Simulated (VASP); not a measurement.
# BP (k07) (F-43m) in VASP: further runs, part 2 of 2

VASP 6.6.1. Earlier steps stand in the parts before.

**3. Single point, PBEsol**

The input, INCAR:

```
PREC = Accurate
ENCUT = 500
EDIFF = 1E-6
ISMEAR = 0
SIGMA = 0.01
LREAL = False
LASPH = True
NELM = 120
ALGO = Normal
ISIF = 2
LWAVE = False
LCHARG = True
GGA = PS
LELF = True
LVHAR = True
NBANDS = 11
GGA_COMPAT = False
```

The input, KPOINTS:

```
regular mesh
0
Gamma
  12 12 12
```

The input, POSCAR:

```
BP
1.0
    0.0000000000      2.2600463839      2.2600463839
    2.2600463839      0.0000000000      2.2600463839
    2.2600463839      2.2600463839      0.0000000000
B P
1 1
Direct
    0.0000000000      0.0000000000      0.0000000000
    0.2500000000      0.2500000000      0.2500000000
```

Potentials or basis: VASP PAW PBE potentials, release 64 (B, P).

On the command line:

```
$ cat potpaw_PBE.64/B/POTCAR potpaw_PBE.64/P/POTCAR > POTCAR
$ mpirun -np 1 vasp_std > vasp.out
```

OUTCAR:

```text
PREC = Accurate
   ENCUT = 500
   EDIFF = 1E-6
   ISMEAR = 0
   LREAL = False
   LASPH = True
   NELM = 120
   ISIF = 2
   GGA = PS

 ion  position               nearest neighbor table
   1  0.000  0.000  0.000-   2 1.96   2 1.96   2 1.96   2 1.96
   2  0.250  0.250  0.250-   1 1.96   1 1.96   1 1.96   1 1.96

  LATTYP: Found a face centered cubic cell.
 ALAT       =     4.5200927678

  Lattice vectors:

 A1 = (   0.0000000000,   2.2600463839,   2.2600463839)
 A2 = (   2.2600463839,   0.0000000000,   2.2600463839)
 A3 = (   2.2600463839,   2.2600463839,   0.0000000000)

Analysis of symmetry for initial positions (statically):
=====================================================================
 Subroutine PRICEL returns:
 Original cell was already a primitive cell.

 Routine SETGRP: Setting up the symmetry group for a
 face centered cubic supercell.

 Subroutine GETGRP returns: Found 24 space group operations
 (whereof 24 operations were pure point group operations)
 out of a pool of 48 trial point group operations.

The static configuration has the point symmetry T_d .

Analysis of symmetry for dynamics (positions and initial velocities):
=====================================================================
 Subroutine PRICEL returns:
 Original cell was already a primitive cell.

 Routine SETGRP: Setting up the symmetry group for a
 face centered cubic supercell.

 Subroutine GETGRP returns: Found 24 space group operations
 (whereof 24 operations were pure point group operations)
 out of a pool of 48 trial point group operations.

The dynamic configuration has the point symmetry T_d .

 Subroutine INISYM returns: Found 24 space group operations
 (whereof 24 operations are pure point group operations),
 and found     1 'primitive' translations

----------------------------------------------------------------------------------------

                                     Primitive cell

  volume of cell :      23.0878

  direct lattice vectors                    reciprocal lattice vectors
     0.000000000  2.260046384  2.260046384    -0.221234397  0.221234397  0.221234397
     2.260046384  0.000000000  2.260046384     0.221234397 -0.221234397  0.221234397
     2.260046384  2.260046384  0.000000000     0.221234397  0.221234397 -0.221234397

  length of vectors
     3.196188248  3.196188248  3.196188248     0.383189217  0.383189217  0.383189217

  position of ions in fractional coordinates (direct lattice)
     0.000000000  0.000000000  0.000000000
     0.250000000  0.250000000  0.250000000

  ion indices of the primitive-cell ions
   primitive index   ion index
                 1           1
                 2           2

----------------------------------------------------------------------------------------

 KPOINTS: regular mesh

Automatic generation of k-mesh.
 Grid dimensions read from file:
 generate k-points for:   12   12   12

 Generating k-lattice:

  Cartesian coordinates                     Fractional coordinates (reciprocal lattice)
    -0.018436200  0.018436200  0.018436200     0.083333333  0.000000000  0.000000000
     0.018436200 -0.018436200  0.018436200     0.000000000  0.083333333  0.000000000
     0.018436200  0.018436200 -0.018436200     0.000000000  0.000000000  0.083333333

  Length of vectors
     0.031932435  0.031932435  0.031932435

  Shift w.r.t. Gamma in fractional coordinates (k-lattice)
     0.000000000  0.000000000  0.000000000

 Subroutine IBZKPT returns following result:
 ===========================================

 Found     72 irreducible k-points:

 Following reciprocal coordinates:
            Coordinates               Weight
  0.000000  0.000000  0.000000      1.000000
  0.083333  0.000000  0.000000      8.000000
  0.166667  0.000000  0.000000      8.000000
  0.250000  0.000000  0.000000      8.000000
  0.333333  0.000000  0.000000      8.000000
  0.416667  0.000000  0.000000      8.000000
[... 16 lines left out ...]
  0.500000  0.166667  0.000000     24.000000
 -0.416667  0.166667  0.000000     24.000000
 [... further k-points ...]
   k-points           NKPTS =     72   k-points in BZ     NKDIM =     72   number of bands    NBANDS=     11
   number of dos      NEDOS =    301   number of ions     NIONS =      2
   total plane-waves  NPLWV =  13824
   dimension x,y,z NGX =    24 NGY =   24 NGZ =   24
   dimension x,y,z NGXF=    48 NGYF=   48 NGZF=   48
   ions per type =               1   1
   NGX,Y,Z   is equivalent  to a cutoff of  12.48, 12.48, 12.48 a.u.
   NGXF,Y,Z  is equivalent  to a cutoff of  24.97, 24.97, 24.97 a.u.
 SYSTEM =  unknown system
   PREC   = accura    normal or accurate (medium, high low for compatibility)
   ISTART =      0    job   : 0-new  1-cont  2-samecut
   ICHARG =      2    charge: 1-file 2-atom 10-const
   ISPIN  =      1    spin polarized calculation?
   LNONCOLLINEAR =      F non collinear calculations
   LSORBIT =      F    spin-orbit coupling
   LASPH  =      T    aspherical Exc in radial PAW
   ENCUT  =  500.0 eV  36.75 Ry    6.06 a.u.   5.83  5.83  5.83*2*pi/ulx,y,z
   NELM   =    120;   NELMIN=  2; NELMDL= -5     # of ELM steps
   EDIFF  = 0.1E-05   stopping-criterion for ELM
   LREAL  =      F    real-space projection
   EDIFFG = 0.1E-04   stopping-criterion for IOM
   NSW    =      0    number of steps for IOM
   IBRION =     -1    ionic relax: 0-MD 1-quasi-New 2-CG
   NFREE  =      0    steps in history (QN), initial steepest desc. (CG)
   ISIF   =      2    stress and relaxation
   ISYM   =      2    0-nonsym 1-usesym 2-fastsym
   POTIM  = 0.5000    time-step for ionic-motion
   TEBEG  =    0.0;   TEEND  =   0.0 temperature during run
   PSTRESS=    0.0 pullay stress
   NELECT =       8.0000    total number of electrons
   NUPDOWN=      -1.0000    fix difference up-down
   EMIN   =  10.00;   EMAX   =-10.00  energy-range for DOS
   EFERMI =   0.00;   METHOD = LEGACY
   ISMEAR =     0;   SIGMA  =   0.01  broadening in eV -4-tet -1-fermi 0-gaus
   EFERMI_NEDOS =   21; number of points for ismear=-14 and -15
   IALGO  =     38    algorithm
   IMIX   =      4    mixing-type and parameters
     AMIX     =   0.40;   BMIX     =  1.00
     AMIX_MAG =   1.60;   BMIX_MAG =  1.00
  volume/ion in A,a.u.               =      11.54        77.90
  Fermi-wavevector in a.u.,A,eV,Ry     =   1.149858  2.172916 17.989256  1.322173
  Thomas-Fermi vector in A             =   2.286525
   LORBIT       =      0    0 simple, 1 ext, 2 COOP (PROOUT), +10 PAW based schemes
   GGA     = PS    functional components
   LHFCALC =     F    Hartree Fock is set to
   AEXX    =    0.0000 exact exchange contribution
   IVDW    =     0    specifies the selected vdW correction
   LEPSILON=     F    determine dielectric tensor
   LRPA    =     F    only Hartree local field effects (RPA)
 non-spin polarized calculation
 Gauss-broadening in eV      SIGMA  =   0.01
  energy-cutoff  :      500.00
  volume of cell :       23.09
 maximum number of plane-waves:       604
   NGX = 11   NGY = 11   NGZ = 11

 number of electron       8.0000001 magnetization

 Free energy of the ion-electron system (eV)
  ---------------------------------------------------
  ext. energy  EPLUGINS =         0.00000000
  ---------------------------------------------------
  free energy    TOTEN  =       -13.67359552 eV

  energy without entropy =      -13.67359552  energy(sigma->0) =      -13.67359552

 E-fermi :   7.5995     XC(G=0): -11.0959

 val. band max:        7.5463870943   @ k =   0.0000   0.0000   0.0000
 cond. band min:       8.6554111726   @ k =   0.4167   0.4167   0.0000
 fundamental gap:      1.1090240783
 Fermi energy:         7.5995272328

 k-point     1 :       0.0000    0.0000    0.0000
  band No.  band energies     occupation
      1      -8.0582      2.00000
      2       7.5464      2.00000
      3       7.5464      2.00000
      4       7.5464      2.00000
      5      10.9208      0.00000
      6      10.9208      0.00000
      7      10.9208      0.00000
      8      15.0691      0.00000
      9      18.8705      0.00000
     10      19.7029      0.00000
     11      19.7029      0.00000
[... 309 lines left out ...]
 k-point    24 :      -0.4167    0.1667    0.0000
  band No.  band energies     occupation
      1      -4.3329      2.00000
      2      -1.1624      2.00000
      3       3.5802      2.00000
      4       5.1919      2.00000
      5      11.0157      0.00000
      6      13.6413      0.00000
      7      13.8601      0.00000
      8      17.9429      0.00000
      9      19.4716      0.00000
     10      20.3628      0.00000
     11      23.5765      0.00000

 [... further k-points ...]

------------------------ aborting loop because EDIFF is reached ----------------------------------------

  FORCE on cell =-STRESS in cart. coord.  units (eV):
  Direction    XX          YY          ZZ          XY          YZ          ZX
  --------------------------------------------------------------------------------------
  -------------------------------------------------------------------------------------
  Total        0.0164977      0.0164977      0.0164977     -0.0000000     -0.0000000     -0.0000000
  in kB        1.1448558      1.1448558      1.1448558     -0.0000000     -0.0000000     -0.0000000
  external PRESSURE =       1.1448558 kB  Pullay stress =       0.0000000 kB

 VOLUME and BASIS-vectors are now :
 -----------------------------------------------------------------------------
  energy-cutoff  :      500.00
  volume of cell :       23.09
      direct lattice vectors                 reciprocal lattice vectors
     0.000000000  2.260046384  2.260046384    -0.221234397  0.221234397  0.221234397
     2.260046384  0.000000000  2.260046384     0.221234397 -0.221234397  0.221234397
     2.260046384  2.260046384  0.000000000     0.221234397  0.221234397 -0.221234397

 POSITION                                       TOTAL-FORCE (eV/Angst)
 -----------------------------------------------------------------------------------
      0.00000      0.00000      0.00000        -0.000000     -0.000000     -0.000000
      1.13002      1.13002      1.13002         0.000000      0.000000      0.000000
 -----------------------------------------------------------------------------------
    total drift:                                0.000000      0.000000      0.000000

  FREE ENERGIE OF THE ION-ELECTRON SYSTEM (eV)
  ---------------------------------------------------
  free  energy   TOTEN  =       -13.6735955162 eV

  energy  without entropy=      -13.6735955162  energy(sigma->0) =      -13.67359552
```

stdout:

```text
POSCAR found type information on POSCAR B P
 POSCAR found :  2 types and       2 ions
 scaLAPACK will be used
 -----------------------------------------------------------------------------
|                                                                             |
|                                                                             |
|     You enforced a specific xc type in the INCAR file but a different       |
|     I HOPE YOU KNOW WHAT YOU ARE DOING!                                     |
|                                                                             |
 -----------------------------------------------------------------------------

 LDA part: xc-table for (Slater+PW92), standard interpolation
 POSCAR, INCAR and KPOINTS ok, starting setup
 FFT: planning ... GRIDC
 FFT: planning ... GRID_SOFT
 FFT: planning ... GRID
 WAVECAR not read
 entering main loop
```

It took 19 s on 1 thread of Intel Xeon 8259CL, shared host; peak memory 0.14 GiB.

Results:

```
Free energy            : -13.6736 eV
Pressure               : 0.1 GPa
Band gap on the k mesh : 1.11 eV, indirect (least direct gap 3.37 eV)
```

Levels at points of the mesh, in eV from the valence-band top:
| k point | band 1 | band 2 | band 3 | band 4 | band 5 | band 6 | band 7 | band 8 | band 9 |
| --- | --- | --- | --- | --- | --- | --- | --- | --- | --- |
| (0.00, 0.00, 0.00) | -15.60 | 0.00 | 0.00 | 0.00 | 3.37 | 3.37 | 3.37 | 7.52 | 11.32 |
| (0.50, 0.00, 0.00) | -12.21 | -9.18 | -1.78 | -1.78 | 3.80 | 4.66 | 4.66 | 9.97 | 14.67 |
| (0.50, 0.50, 0.00) | -10.67 | -8.66 | -4.19 | -4.19 | 1.20 | 1.51 | 12.21 | 12.21 | 15.27 |

Caveat: the PAW data sets were made with another functional, which shifts forces and pressure a little. A k mesh can miss the band edges.

**4. Single point, PBEsol**

The input, INCAR:

```
SYSTEM = BP
PREC = Accurate
ENCUT = 500
EDIFF = 1E-6
ISMEAR = 0
SIGMA = 0.01
LREAL = .False.
LASPH = .True.
NELM = 120
ALGO = Normal
ISIF = 2
LWAVE = .False.
LCHARG = .False.
GGA = PS
NBANDS = 11
GGA_COMPAT = .False.
```

The input, KPOINTS:

```
regular mesh
0
Gamma
  12 12 12
  0 0 0
```

POSCAR is that of step 3.

On the command line:

```
$ cat potpaw_PBE.64/B/POTCAR potpaw_PBE.64/P/POTCAR > POTCAR
$ mpirun -np 1 vasp_std > vasp.out
```

Wall time 20 s (1 thread of Intel Xeon 8259CL, shared host); peak memory 0.14 GiB.

Results (log left out):

```
Free energy            : -13.6736 eV
Pressure               : 0.1 GPa
Band gap on the k mesh : 1.11 eV, indirect (least direct gap 3.37 eV)
```

Levels at points of the mesh, in eV from the valence-band top:
| k point | band 2 | band 3 | band 4 | band 5 | band 6 | band 7 |
| --- | --- | --- | --- | --- | --- | --- |
| (0.00, 0.00, 0.00) | 0.00 | 0.00 | 0.00 | 3.37 | 3.37 | 3.37 |
| (0.50, 0.00, 0.00) | -9.18 | -1.78 | -1.78 | 3.80 | 4.66 | 4.66 |
| (0.50, 0.50, 0.00) | -8.66 | -4.19 | -4.19 | 1.20 | 1.51 | 12.21 |

Caveat: the PAW data sets were made with another functional, which shifts forces and pressure a little.

**5. Relaxation of cell and atoms, PBEsol**

This run uses another cell than the first one, of 11.68 Å³/atom, 1.012 times its volume.

The input, INCAR:

```
ALGO     = Normal         # electronic algorithm
EDIFF    = 1E-7           # SCF threshold, eV
EDIFFG   = -0.002         # ionic threshold
ENCUT    = 500            # plane-wave cutoff, eV
GGA      = PS             # functional
GGA_COMPAT= F            
IBRION   = 2              # ionic algorithm
ISIF     = 3              # what is computed and relaxed
ISMEAR   = 0              # smearing method
LASPH    = T              # aspherical terms in the spheres
LCHARG   = F              # write CHGCAR
LREAL    = F              # projectors in reciprocal space
LWAVE    = F              # write WAVECAR
NELM     = 120            # most SCF steps
NELMIN   = 4            
NSW      = 100            # ionic steps
PREC     = Accurate       # precision mode
SIGMA    = 0.02           # smearing width, eV
```

The input, KPOINTS:

```
k-points
0
Gamma
  12 12 12
```

The input, POSCAR:

```
BP
1.0
    0.0000000000      2.2690000000      2.2690000000
    2.2690000000      0.0000000000      2.2690000000
    2.2690000000      2.2690000000      0.0000000000
B P
1 1
Direct
    0.0000000000      0.0000000000      0.0000000000
    0.2500000000      0.2500000000      0.2500000000
```

On the command line:

```
$ cat potpaw_PBE.64/B/POTCAR potpaw_PBE.64/P/POTCAR > POTCAR
$ mpirun -np 1 vasp_std > vasp.out
```

Wall time 35 s (1 thread of Intel Xeon 8259CL, shared host); peak memory 0.14 GiB.

Results (log left out):

* Free energy: -13.6737 eV
* Relaxed volume: 11.55 Å³/atom
* Relaxed cell: a = 3.197 Å, b = 3.197 Å, c = 3.197 Å, α = 60.00°, β = 60.00°, γ = 60.00°
* Space group after relaxing (to 0.05 Å): F-43m (No. 216)
* Energy gained by relaxing: 0.8 meV/atom
* Ionic steps: 3
* Pressure after relaxing: 0.0 GPa
* Band gap on the k mesh: 1.11 eV, indirect (least direct gap 3.37 eV)

The path:
| step | energy change (eV) | largest force (eV/Å) | pressure (GPa) | volume (Å³) |
| --- | --- | --- | --- | --- |
| 1 | 0.0000 | 0.0000 | -1.85 | 23.36 |
| 2 | -0.0007 | 0.0000 | 1.45 | 22.91 |
| 3 | -0.0015 | 0.0000 | 0.00 | 23.10 |

Final structure:
```
B P
1.0
     0.00000    2.26055    2.26055
     2.26055    0.00000    2.26055
     2.26055    2.26055    0.00000
B P
1 1
Direct
  0.00000 0.00000 0.00000
  0.25000 0.25000 0.25000
```

Levels at points of the mesh, in eV from the valence-band top:
```tsv
k point	band 2	band 3	band 4	band 5	band 6	band 7
(0.00, 0.00, 0.00)	0.00	0.00	0.00	3.37	3.37	3.37
(0.50, 0.00, 0.00)	-9.18	-1.78	-1.78	3.80	4.66	4.66
(0.50, 0.50, 0.00)	-8.66	-4.19	-4.19	1.20	1.51	12.20
```

Caveat: the PAW data sets were made with another functional, which shifts forces and pressure a little. As with any semilocal functional, this PBEsol gap is likely too small.

**6. The runs side by side**

| task | cell | smearing | gap on the mesh (eV) | pressure (GPa) |
| --- | --- | --- | --- | --- |
| single point | a = 3.196 Å, angles 60.0°, 2 atoms | gaussian 0.02 eV | 1.11 | 0.1 |
| single point | a = 3.196 Å, angles 60.0°, 2 atoms | gaussian 0.01 eV | 1.11 | 0.1 |
| relaxation of cell and atoms | relaxed from a = 3.209 Å, angles 60.0°, 2 atoms | gaussian 0.02 eV | 1.11 | 0.0 |

Alike in all rows: level PBEsol; potentials or basis VASP PAW PBE potentials, release 64 (B, P); no spin polarisation; k mesh 12 × 12 × 12; cutoff (eV) 500.

Caveats: the PAW data sets were made with another functional, which shifts forces and pressure a little.

Absolute energies hang on the potentials; compare differences alone.
